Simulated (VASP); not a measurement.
Wanted: the native input for a VASP 6.6.1 run.

| Item | Value |
| --- | --- |
| Task | relaxation of cell and atoms |
| Functional | PBEsol |
| Potentials or basis | VASP PAW PBE potentials, release 64 (Sb, In_d) |
| Cutoff | 600 eV |
| k mesh | 5 × 5 × 5 |
| Occupations | fermi-dirac, width 0.01 eV |
| Spin | no spin polarisation |
| Target pressure | 20 GPa |
| Dipole correction | no |
| Further INCAR settings | ALGO = Normal; EDIFF = 1e-06; IBRION = 2; EDIFFG = -0.02; NSW = 80; ISIF = 3 |

The structure of In3Sb lies in POSCAR:

```
In3Sb
1.0
    4.8400000000      0.0000000000      0.0000000000
    0.0000000000      4.8400000000      0.0000000000
    0.0000000000      0.0000000000      4.8400000000
Sb In
1 3
Direct
    0.0000000000      0.0000000000      0.0000000000
    0.0000000000      0.5000000000      0.5000000000
    0.5000000000      0.0000000000      0.5000000000
    0.5000000000      0.5000000000      0.0000000000
```

One way to write it, as run:

INCAR

```
  PREC = Accurate
  ENCUT = 600
  EDIFF = 1E-6
  ISMEAR = -1
  SIGMA = 0.01
  LREAL = False
  LASPH = True
  NELM = 100
  ALGO = Normal
  ISIF = 3
  LWAVE = False
  LCHARG = False
  GGA = PS
  IBRION = 2
  NSW = 80
  EDIFFG = -0.02
  PSTRESS = 200.0
```

KPOINTS

```
regular mesh
0
Gamma
  5 5 5
```

Potentials or basis: VASP PAW PBE potentials, release 64 (Sb, In_d).

Run with:

```bash
$ cat potpaw_PBE.64/Sb/POTCAR potpaw_PBE.64/In_d/POTCAR > POTCAR
$ mpirun -np 1 vasp_std > vasp.out
```

It gave:

```
Relaxed volume                                             : 20.69 Å³/atom
Relaxed cell                                               : a = 4.358 Å, b = 4.358 Å, c = 4.358 Å, α = 90.00°, β = 90.00°, γ = 90.00°
Space group after relaxing (to 0.1 Å)                      : Pm-3m (No. 221)
Energy change on relaxing (the run minimises the enthalpy) : +286.5 meV/atom
Ionic steps                                                : 5
Pressure after relaxing                                    : 20.0 GPa
Band gap on the k mesh                                     : zero (bands 22 and 23 overlap by 3.22 eV)
```

Caveat: the cell is relaxed towards a set pressure, so the run minimises the enthalpy, not the energy; the volume moved by over 15 % at a fixed basis, so the end points are rough; the PAW data sets were made with another functional, which shifts forces and pressure a little; spin-orbit coupling is left out, which moves the levels of the heavy elements.

Wall time 3.9 min on 1 thread of Intel Xeon 8259CL, with other jobs on the host, peak memory 0.26 GiB.
